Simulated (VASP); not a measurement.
# LiCoAs (P4/nmm) in VASP: further runs, part 3 of 3

VASP 6.6.1.

### 5 Electric field gradients, LDA (14.59 Å³/atom)

This run uses another cell than the first one, of 14.59 Å³/atom.

The input, INCAR:

```
SYSTEM = LiCoAs
ALGO = Normal ; EDIFF = 1E-8
ENCUT = 520 ; ISIF = 2
ISMEAR = -1 ; LASPH = .TRUE.
LCHARG = .FALSE. ; LEFG = .TRUE.
LREAL = .FALSE. ; LWAVE = .FALSE.
NBANDS = 26 ; NELM = 100
PREC = Accurate ; SIGMA = 0.05
```

The input, KPOINTS:

```
k-points
0
G
  8 8 5
  0 0 0
```

The input, POSCAR:

```
LiCoAs
1.0
    3.7567683929      0.0000000000      0.0000000000
    0.0000000000      3.7567683929      0.0000000000
    0.0000000000      0.0000000000      6.2021906688
Li Co As
2 2 2
Direct
    0.0000000000      0.5000000000      0.6708414200
    0.5000000000      0.0000000000      0.3291585800
    0.5000000000      0.5000000000      0.0000000000
    0.0000000000      0.0000000000      0.0000000000
    0.5000000000      0.0000000000      0.7721379400
    0.0000000000      0.5000000000      0.2278620600
```

Potentials or basis: VASP PAW LDA potentials, release 64 (Li_sv, Co, As).

Started as:

```
$ cat potpaw_LDA.64/Li_sv/POTCAR potpaw_LDA.64/Co/POTCAR potpaw_LDA.64/As/POTCAR > POTCAR
$ mpirun -np 1 vasp_std > vasp.out
```

OUTCAR:

```text
SYSTEM = LiCoAs
   EDIFF = 1E-8
   ENCUT = 520
   ISIF = 2
   ISMEAR = -1
   LASPH = .TRUE.
   LREAL = .FALSE.
   NELM = 100
   PREC = Accurate

 ion  position               nearest neighbor table
   1  0.000  0.500  0.671-   5 2.73   5 2.73   5 2.73   5 2.73   6 2.75   3 2.77   3 2.77   4 2.77
                             4 2.77
   2  0.500  0.000  0.329-   6 2.73   6 2.73   6 2.73   6 2.73   5 2.75   3 2.77   4 2.77   4 2.77
                             3 2.77
   3  0.500  0.500  0.000-   5 2.35   6 2.35   5 2.35   6 2.35   4 2.66   4 2.66   4 2.66   4 2.66
                             1 2.77   2 2.77   2 2.77   1 2.77
   4  0.000  0.000  0.000-   5 2.35   6 2.35   6 2.35   5 2.35   3 2.66   3 2.66   3 2.66   3 2.66
                             2 2.77   1 2.77   2 2.77   1 2.77
   5  0.500  0.000  0.772-   3 2.35   4 2.35   3 2.35   4 2.35   1 2.73   1 2.73   1 2.73   1 2.73
                             2 2.75
   6  0.000  0.500  0.228-   3 2.35   4 2.35   4 2.35   3 2.35   2 2.73   2 2.73   2 2.73   2 2.73
                             1 2.75

  LATTYP: Found a simple tetragonal cell.
 ALAT       =     3.7567683929
 C/A-ratio  =     1.6509377263

  Lattice vectors:

 A1 = (   3.7567683929,   0.0000000000,   0.0000000000)
 A2 = (   0.0000000000,   3.7567683929,   0.0000000000)
 A3 = (   0.0000000000,   0.0000000000,   6.2021906688)

Analysis of symmetry for initial positions (statically):
=====================================================================
 Subroutine PRICEL returns:
 Original cell was already a primitive cell.

 Routine SETGRP: Setting up the symmetry group for a
 simple tetragonal supercell.

 Subroutine GETGRP returns: Found 16 space group operations
 (whereof  8 operations were pure point group operations)
[... 885 lines left out ...]
  Total       -4.4026637     -4.4026637     -4.4981501      0.0000000      0.0000000      0.0000000
  in kB      -80.5846161    -80.5846161    -82.3323619      0.0000000      0.0000000      0.0000000
  external PRESSURE =     -81.1671981 kB  Pullay stress =       0.0000000 kB

 VOLUME and BASIS-vectors are now :
 -----------------------------------------------------------------------------
  energy-cutoff  :      520.00
  volume of cell :       87.53
      direct lattice vectors                 reciprocal lattice vectors
     3.756768393  0.000000000  0.000000000     0.266186226  0.000000000  0.000000000
     0.000000000  3.756768393  0.000000000     0.000000000  0.266186226  0.000000000
     0.000000000  0.000000000  6.202190669     0.000000000  0.000000000  0.161233353

 POSITION                                       TOTAL-FORCE (eV/Angst)
 -----------------------------------------------------------------------------------
      0.00000      1.87838      4.16069         0.000000     -0.000000      0.081282
      1.87838      0.00000      2.04150        -0.000000     -0.000000     -0.081282
      1.87838      1.87838      0.00000        -0.000000      0.000000      0.000000
      0.00000      0.00000      0.00000         0.000000     -0.000000      0.000000
      1.87838      0.00000      4.78895         0.000000     -0.000000      0.754031
      0.00000      1.87838      1.41324         0.000000      0.000000     -0.754031
 -----------------------------------------------------------------------------------
    total drift:                                0.000000      0.000000     -0.000000

  FREE ENERGIE OF THE ION-ELECTRON SYSTEM (eV)
  ---------------------------------------------------
  free  energy   TOTEN  =       -34.4755067479 eV

  energy  without entropy=      -34.4343713933  energy(sigma->0) =      -34.45493907

 Electric field gradients (V/A^2)
---------------------------------------------------------------------
 ion       V_xx      V_yy      V_zz      V_xy      V_xz      V_yz
---------------------------------------------------------------------
   1       0.334     0.334    -0.668     0.000    -0.000    -0.000
   2       0.334     0.334    -0.668     0.000     0.000    -0.000
   3       0.913     0.913    -1.826    -0.000    -0.000    -0.000
   4       0.913     0.913    -1.826    -0.000    -0.000    -0.000
   5      25.093    25.093   -50.186     0.000     0.000     0.000
   6      25.093    25.093   -50.186    -0.000    -0.000    -0.000
---------------------------------------------------------------------

 Electric field gradients after diagonalization (V/A^2)
 (convention: |V_zz| > |V_xx| > |V_yy|)
----------------------------------------------------------------------
 ion       V_xx      V_yy      V_zz     asymmetry (V_yy - V_xx)/ V_zz
----------------------------------------------------------------------
   1       0.334     0.334    -0.668       0.000
   2       0.334     0.334    -0.668       0.000
   3       0.913     0.913    -1.826       0.000
   4       0.913     0.913    -1.826       0.000
   5      25.093    25.093   -50.186       0.000
   6      25.093    25.093   -50.186       0.000
----------------------------------------------------------------------

           NMR quadrupolar parameters

 Cq : quadrupolar parameter    Cq=e*Q*V_zz/h
 eta: asymmetry parameters     (V_yy - V_xx)/ V_zz
 Q  : nuclear electric quadrupole moment in mb (millibarn)
----------------------------------------------------------------------
 ion       Cq(MHz)       eta       Q (mb)
----------------------------------------------------------------------
   1      -0.002       0.000       1.000
   2      -0.002       0.000       1.000
   3      -0.004       0.000       1.000
   4      -0.004       0.000       1.000
   5      -0.121       0.000       1.000
   6      -0.121       0.000       1.000
----------------------------------------------------------------------
```

stdout:

```text
POSCAR found type information on POSCAR LiCoAs
 POSCAR found :  3 types and       6 ions
 scaLAPACK will be used
 LDA part: xc-table for (Slater(with rela. corr.)+CA(PZ))
 , standard interpolation
 POSCAR, INCAR and KPOINTS ok, starting setup
 FFT: planning ... GRIDC
 FFT: planning ... GRID_SOFT
 FFT: planning ... GRID
 WAVECAR not read
 entering main loop
ion   1

ion   2

ion   3

ion   4

ion   5

ion   6
```

Run time: 2.2 min. Hardware: 1 thread of Intel Xeon 8259CL, shared host; peak memory 0.22 GiB.

Results:

```yaml
Free_energy: -34.4755 eV
Largest_force: 0.754 eV/Å
Band_gap_on_the_k_mesh: zero (bands 17 and 18 overlap by 1.75 eV)
Largest_electric_field_gradient_by_atom: Li -0.7; Co -1.8; As -50.2 V/Å²
```

Forces on the atoms (eV/Å):
```
Li   0.000  0.000  0.081
Li   0.000  0.000 -0.081
Co   0.000  0.000  0.000
Co   0.000  0.000  0.000
As   0.000  0.000  0.754
As   0.000  0.000 -0.754
```

Levels at points of the mesh, in eV from the Fermi level:
| k point | band 14 | band 15 | band 16 | band 17 | band 18 | band 19 | band 20 | band 21 |
| --- | --- | --- | --- | --- | --- | --- | --- | --- |
| (0.00, 0.00, 0.00) | -0.69 | -0.69 | -0.62 | -0.09 | 1.19 | 2.37 | 2.37 | 2.96 |
| (0.50, 0.00, 0.00) | -1.59 | -1.41 | -1.41 | -0.07 | -0.07 | 1.49 | 1.49 | 4.40 |
| (0.50, 0.50, 0.00) | -2.44 | -1.21 | -1.21 | -1.00 | -1.00 | 0.03 | 0.03 | 3.11 |

Electric field gradients, principal values (V/Å²):
```
atom   least  middle  greatest (by size)
1 Li   0.334   0.334              -0.668
2 Li   0.334   0.334              -0.668
3 Co   0.913   0.913              -1.826
4 Co   0.913   0.913              -1.826
5 As  25.093  25.093             -50.186
6 As  25.093  25.093             -50.186
```

Caveat: the cutoff is under 1.25 times the usual one of these potentials, so pressure, stress and relaxed cells hold a basis-set (Pulay) error; without QUAD_EFG the Cq values of the log hold for a quadrupole moment of 1 mb, not for the nuclei; the run has no spin polarisation, though such a crystal can be magnetic.

### 6 Overview

```csv
cell,smearing,gap on the mesh (eV),largest force (eV/Å)
"a = 3.658, b = 3.658, c = 6.039 Å, 6 atoms",fermi-dirac 0.05 eV,none,0.20
"a = 3.658, b = 3.658, c = 6.039 Å, 6 atoms",fermi-dirac 0.1 eV,none,0.17
"a = 3.733, b = 3.733, c = 6.162 Å, 6 atoms",fermi-dirac 0.05 eV,none,0.55
"a = 3.757, b = 3.757, c = 6.202 Å, 6 atoms",fermi-dirac 0.05 eV,none,0.75
```

Alike in all rows: task electric field gradients; level LDA; potentials or basis VASP PAW LDA potentials, release 64 (Li_sv, Co, As); no spin polarisation; k mesh 8 × 8 × 5; cutoff (eV) 520.

Caveats: the cutoff is under 1.25 times the usual one of these potentials, so pressure, stress and relaxed cells hold a basis-set (Pulay) error; the run has no spin polarisation, though such a crystal can be magnetic.

Absolute energies hang on the potentials; compare differences alone.
